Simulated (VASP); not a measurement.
Here is a VASP 6.6.1 calculation.

File INCAR:

```
SYSTEM = Au
  PREC = Accurate
  ENCUT = 520
  EDIFF = 1E-6
  ISMEAR = 0
  SIGMA = 0.1
  LREAL = .False.
  LASPH = .True.
  NELM = 80
  ALGO = Fast
  ISIF = 2
  LWAVE = .False.
  LCHARG = .True.
  GGA = PS
  LELF = .True.
  LVHAR = .True.
  NBANDS = 12
```

The input KPOINTS:

```
Automatic mesh
0
Gamma
  34 34 34
  0 0 0
```

The input POSCAR:

```
Au
1.0
    0.0000000000      2.0412228929      2.0412228929
    2.0412228929      0.0000000000      2.0412228929
    2.0412228929      2.0412228929      0.0000000000
Au
1
Direct
    0.0000000000      0.0000000000      0.0000000000
```

Potentials or basis: VASP PAW PBE potentials, release 64 (Au).

The run is started by

```sh
$ cat potpaw_PBE.64/Au/POTCAR > POTCAR
$ mpirun -np 1 vasp_std > vasp.out
```

What does it give for the band gap on the k mesh?

Zero (an odd number of electrons rules out a gap without spin polarisation).

What does it give for the pressure?

-0.2 GPa.

Caveat: the PAW data sets were made with another functional, which shifts forces and pressure a little; spin-orbit coupling is left out, which moves the levels of the heavy elements.
